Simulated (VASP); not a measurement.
# Ti (P6/mmm) in VASP: further runs

The runs below take Ti through vibrations by perturbation theory, elastic constants, with PBE.

All numbers are computed with VASP 6.6.1; they aren't measurements. Logs are shortened: lines on timing, memory, paths and dates and some standing lists are left out, and cuts for length are marked.

## Step 1: The cell of the first run

It takes space group P6/mmm (No. 191, hexagonal). Conventional cell: a = 4.567 Å, b = 4.567 Å, c = 2.826 Å, α = 90.00°, β = 90.00°, γ = 120.00°. Within 3.5 Å of Ti (site symmetry -6m2) lie 11 Ti at 2.64 to 2.99 Å. Within 3.7 Å of Ti (site symmetry 6/mmm) lie 14 Ti at 2.83 to 2.99 Å.

## Step 2: Vibrations by perturbation theory, PBE

The input, INCAR:

```
PREC = Accurate
ENCUT = 520
EDIFF = 1E-8
ISMEAR = -1
SIGMA = 0.05
LREAL = False
LASPH = True
NELM = 60
ALGO = Normal
ISIF = 2
LWAVE = False
LCHARG = False
GGA = PE
NBANDS = 25
IBRION = 8
NSW = 1
```

The input, KPOINTS:

```
regular mesh
0
Gamma
  5 5 7
```

The input, POSCAR:

```
Ti
1.0
    4.5673748306      0.0000000000      0.0000000000
   -2.2836874153      3.9554626319      0.0000000000
    0.0000000000      0.0000000000      2.8262442700
Ti
3
Direct
    0.6666666667      0.3333333333      0.5000000000
    0.3333333333      0.6666666667      0.5000000000
    0.0000000000      0.0000000000      0.0000000000
```

Potentials or basis: VASP PAW PBE potentials, release 64 (Ti_sv).

Run with:

```
$ cat potpaw_PBE.64/Ti_sv/POTCAR > POTCAR
$ mpirun -np 1 vasp_std > vasp.out
```

OUTCAR:

```text
PREC = Accurate
   ENCUT = 520
   EDIFF = 1E-8
   ISMEAR = -1
   LREAL = False
   LASPH = True
   NELM = 60
   ISIF = 2
   GGA = PE
   IBRION = 8
   NSW = 1

 ion  position               nearest neighbor table
   1  0.667  0.333  0.500-   2 2.64   2 2.64   2 2.64
   2  0.333  0.667  0.500-   1 2.64   1 2.64   1 2.64
   3  0.000  0.000  0.000-

  LATTYP: Found a hexagonal cell.
 ALAT       =     4.5673748306
 C/A-ratio  =     0.6187896494

  Lattice vectors:

 A1 = (   4.5673748306,   0.0000000000,   0.0000000000)
 A2 = (  -2.2836874153,   3.9554626319,   0.0000000000)
 A3 = (   0.0000000000,   0.0000000000,   2.8262442700)

Analysis of symmetry for initial positions (statically):
=====================================================================
 Subroutine PRICEL returns:
 Original cell was already a primitive cell.

 Routine SETGRP: Setting up the symmetry group for a
 hexagonal supercell.

 Subroutine GETGRP returns: Found 24 space group operations
 (whereof 24 operations were pure point group operations)
 out of a pool of 24 trial point group operations.

The static configuration has the point symmetry D_6h.

Analysis of symmetry for dynamics (positions and initial velocities):
=====================================================================
 Subroutine PRICEL returns:
 Original cell was already a primitive cell.

 Routine SETGRP: Setting up the symmetry group for a
 hexagonal supercell.

 Subroutine GETGRP returns: Found 24 space group operations
 (whereof 24 operations were pure point group operations)
 out of a pool of 24 trial point group operations.

The dynamic configuration has the point symmetry D_6h.

 Subroutine INISYM returns: Found 24 space group operations
 (whereof 24 operations are pure point group operations),
 and found     1 'primitive' translations

----------------------------------------------------------------------------------------

                                     Primitive cell

  volume of cell :      51.0592

  direct lattice vectors                    reciprocal lattice vectors
     4.567374831  0.000000000  0.000000000     0.218944150  0.126407464  0.000000000
    -2.283687415  3.955462632  0.000000000     0.000000000  0.252814928  0.000000000
     0.000000000  0.000000000  2.826244270     0.000000000  0.000000000  0.353826458

  length of vectors
     4.567374831  4.567374831  2.826244270     0.252814928  0.252814928  0.353826458

  position of ions in fractional coordinates (direct lattice)
     0.666666667  0.333333333  0.500000000
     0.333333333  0.666666667  0.500000000
     0.000000000  0.000000000  0.000000000

  ion indices of the primitive-cell ions
   primitive index   ion index
                 1           1
                 2           2
                 3           3

----------------------------------------------------------------------------------------

 KPOINTS: regular mesh

Automatic generation of k-mesh.
 Grid dimensions read from file:
 generate k-points for:    5    5    7

 Generating k-lattice:

[... 82 lines left out ...]
   LHFCALC =     F    Hartree Fock is set to
   AEXX    =    0.0000 exact exchange contribution
   IVDW    =     0    specifies the selected vdW correction
   LEPSILON=     F    determine dielectric tensor
   LRPA    =     F    only Hartree local field effects (RPA)
 non-spin polarized calculation
  energy-cutoff  :      520.00
  volume of cell :       51.06
 maximum number of plane-waves:      1414
 NGX is ok and might be reduce to    36
   NGX = 17   NGY = 17   NGZ = 11

--------------------------------------- Ionic step        1  -------------------------------------------

 number of electron      35.9999989 magnetization

 Free energy of the ion-electron system (eV)
  ---------------------------------------------------
  ext. energy  EPLUGINS =         0.00000000
  ---------------------------------------------------
  free energy    TOTEN  =       -23.52250951 eV

  energy without entropy =      -23.49339051  energy(sigma->0) =      -23.50795001

 E-fermi :   8.4105     XC(G=0): -11.5934

 val. band max:        8.3933458668   @ k =   0.4000   0.0000   0.1429
 cond. band min:       8.4165312911   @ k =   0.0000   0.0000   0.0000
 fundamental gap:      0.0231854243
 Fermi energy:         8.4105206099

 k-point     1 :       0.0000    0.0000    0.0000
  band No.  band energies     occupation
      1     -48.4403      2.00000
      2     -48.1789      2.00000
      3     -48.0120      2.00000
      4     -24.7561      2.00000
      5     -24.7561      2.00000
      6     -24.6499      2.00000
[... 549 lines left out ...]
     24      10.8428      0.00000
     25      11.7171      0.00000

------------------------ aborting loop because EDIFF is reached ----------------------------------------

  FORCE on cell =-STRESS in cart. coord.  units (eV):
  Direction    XX          YY          ZZ          XY          YZ          ZX
  --------------------------------------------------------------------------------------
  -------------------------------------------------------------------------------------
  Total        0.1642150      0.1642150      0.2771497      0.0000000      0.0000000      0.0000000
  in kB        5.1528760      5.1528760      8.6966371      0.0000000      0.0000000      0.0000000
  external PRESSURE =       6.3341297 kB  Pullay stress =       0.0000000 kB

 VOLUME and BASIS-vectors are now :
 -----------------------------------------------------------------------------
  energy-cutoff  :      520.00
  volume of cell :       51.06
      direct lattice vectors                 reciprocal lattice vectors
     4.567374831  0.000000000  0.000000000     0.218944150  0.126407464  0.000000000
    -2.283687415  3.955462632  0.000000000     0.000000000  0.252814928  0.000000000
     0.000000000  0.000000000  2.826244270     0.000000000  0.000000000  0.353826458

 POSITION                                       TOTAL-FORCE (eV/Angst)
 -----------------------------------------------------------------------------------
      2.28369      1.31849      1.41312         0.000000      0.000000      0.000000
     -0.00000      2.63698      1.41312        -0.000000      0.000000     -0.000000
      0.00000      0.00000      0.00000         0.000000      0.000000      0.000000
 -----------------------------------------------------------------------------------
    total drift:                                0.000000      0.000000     -0.000000

  FREE ENERGIE OF THE ION-ELECTRON SYSTEM (eV)
  ---------------------------------------------------
  free  energy   TOTEN  =       -23.5225095122 eV

  energy  without entropy=      -23.4933905093  energy(sigma->0) =      -23.50795001

[... ionic steps 2 to 9 ...]

--------------------------------------- Ionic step       10  -------------------------------------------

------------------------ aborting loop because EDIFF is reached ----------------------------------------

[... ionic steps 11 to 11 ...]

--------------------------------------- Ionic step       12  -------------------------------------------

 Free energy of the ion-electron system (eV)
  ---------------------------------------------------
  ---------------------------------------------------
  free energy    TOTEN  =        -0.54494273 eV

  energy without entropy =       -0.54494274

------------------------ aborting loop because EDIFF is reached ----------------------------------------

 INTERNAL STRAIN TENSOR  FOR ION    3  DIRECTION 3   (eV/Angst):
 -----------------------------------------------------------------------------
     0.00169  0.00000 -0.00000
     0.00000  0.00169  0.00000
     0.00000  0.00000  0.05777

 INTERNAL STRAIN TENSOR FOR ION    3 for displacements in x,y,z  (eV/Angst):
          X           Y           Z          XY          YZ          ZX
  --------------------------------------------------------------------------------
  x     0.00000     0.00000     0.00000     0.00000     0.00000     0.00000
  y     0.00000     0.00000     0.00000     0.00000     0.00000     0.00000
  z     0.00000     0.00000     0.00000     0.00000     0.00000     0.00000

 SECOND DERIVATIVES (NOT SYMMETRIZED)
 ------------------------------------
               1X          1Y          1Z          2X          2Y          2Z          3X          3Y          3Z
  1X    -3.887665    0.000000    0.000000    2.684457   -0.000000    0.000000    1.203207   -0.000000    0.000000
  1Y    -0.000000   -3.887665    0.000000    0.000000    2.684457    0.000000    0.000000    1.203207    0.000000
  1Z     0.000000    0.000000   -3.033830   -0.000000    0.000000    0.140107    0.000000    0.000000    2.893723
  2X     2.684457   -0.000000    0.000000   -3.887665    0.000000    0.000000    1.203207   -0.000000    0.000000
  2Y     0.000000    2.684457    0.000000   -0.000000   -3.887665    0.000000    0.000000    1.203207    0.000000
  2Z    -0.000000    0.000000    0.140107    0.000000    0.000000   -3.033830    0.000000    0.000000    2.893723
  3X     1.225667    0.000000    0.000000    1.225667    0.000000    0.000000   -2.451334    0.000000    0.000000
  3Y     0.000000    1.225667    0.000000    0.000000    1.225667    0.000000    0.000000   -2.451334    0.000000
  3Z     0.000000    0.000000    2.906414   -0.000000    0.000000    2.906414    0.000000    0.000000   -5.812829

 Eigenvectors and eigenvalues of the dynamical matrix
 ----------------------------------------------------

   1 f  =    6.666486 THz    41.886769 2PiTHz  222.370049 cm-1    27.570360 meV
             X         Y         Z           dx          dy          dz
      2.283687  1.318488  1.413122     0.000000   -0.000000   -0.407653
     -0.000000  2.636975  1.413122     0.000000   -0.000000   -0.407653
      0.000000  0.000000  0.000000    -0.000000    0.000000    0.817091
[... 43 lines left out ...]
   9 f/i=    0.018769 THz     0.117930 2PiTHz    0.626072 cm-1     0.077623 meV
             X         Y         Z           dx          dy          dz
      2.283687  1.318488  1.413122     0.577120    0.048081    0.000000
     -0.000000  2.636975  1.413122     0.577120    0.048081    0.000000
      0.000000  0.000000  0.000000     0.571816    0.047639    0.000000

--------------------------------------------------------------------------------------------------------

 ELASTIC MODULI CONTR FROM IONIC RELAXATION (kBar)
 Direction    XX          YY          ZZ          XY          YZ          ZX
 --------------------------------------------------------------------------------
 XX          -0.4021      0.4021      0.0000     -0.0000      0.0000      0.0000
 YY           0.4021     -0.4021     -0.0000      0.0000      0.0000      0.0000
 ZZ           0.0000     -0.0000     -0.0000      0.0000      0.0000      0.0000
 XY          -0.0000      0.0000      0.0000     -0.4021      0.0000      0.0000
 YZ           0.0000      0.0000      0.0000      0.0000      0.0000      0.0000
 ZX           0.0000      0.0000      0.0000      0.0000      0.0000      0.0000
 --------------------------------------------------------------------------------
```

It took 11 min on 1 thread of AMD EPYC 7R13 (Zen 3), shared host; peak memory 0.24 GiB.

Results:

- Highest phonon frequency at Γ: 222 cm⁻¹

Phonon frequencies in cm⁻¹ (negative: imaginary):
| q point | frequencies |
| --- | --- |
| (0.000, 0.000, 0.000) | -1 -1 0 134 144 144 193 193 222 |

## Step 3: Elastic constants, PBE

The input, INCAR:

```
PREC = Accurate
ENCUT = 500
EDIFF = 1E-8
ISMEAR = -1
SIGMA = 0.05
LREAL = False
LASPH = True
NELM = 120
ALGO = Normal
ISIF = 3
LWAVE = False
LCHARG = False
GGA = PE
NBANDS = 25
IBRION = 6
NFREE = 2
POTIM = 0.015
NSW = 1
GGA_COMPAT = False
```

KPOINTS is that of step 2.

POSCAR is that of step 2.

Potentials or basis: VASP PAW PBE potentials, release 64 (Ti_sv).

Run with:

```
$ cat potpaw_PBE.64/Ti_sv/POTCAR > POTCAR
$ mpirun -np 1 vasp_std > vasp.out
```

It took 12 min on 1 thread of Intel Xeon 6975P-C, shared host; peak memory 0.25 GiB.

The run converged. Its results:

* Voigt bulk modulus: 113 GPa
* Highest phonon frequency at Γ: 222 cm⁻¹

Phonon frequencies in cm⁻¹ (negative: imaginary):
```csv
q point,frequencies
"(0.000, 0.000, 0.000)",0 0 0 134 144 144 192 192 222
```

Elastic tensor in Voigt notation (GPa, in the Cartesian axes of the cell as first typed):
```
180  94  55   0   0   0
 94 180  55   0   0   0
 55  55 248   0   0   0
  0   0   0  54   0   0
  0   0   0   0  54   0
  0   0   0   0   0  43
```

Clamped-ion elastic tensor (GPa):
```
180  94  55   0   0   0
 94 180  55   0   0   0
 55  55 248   0   0   0
  0   0   0  54   0   0
  0   0   0   0  54   0
  0   0   0   0   0  43
```
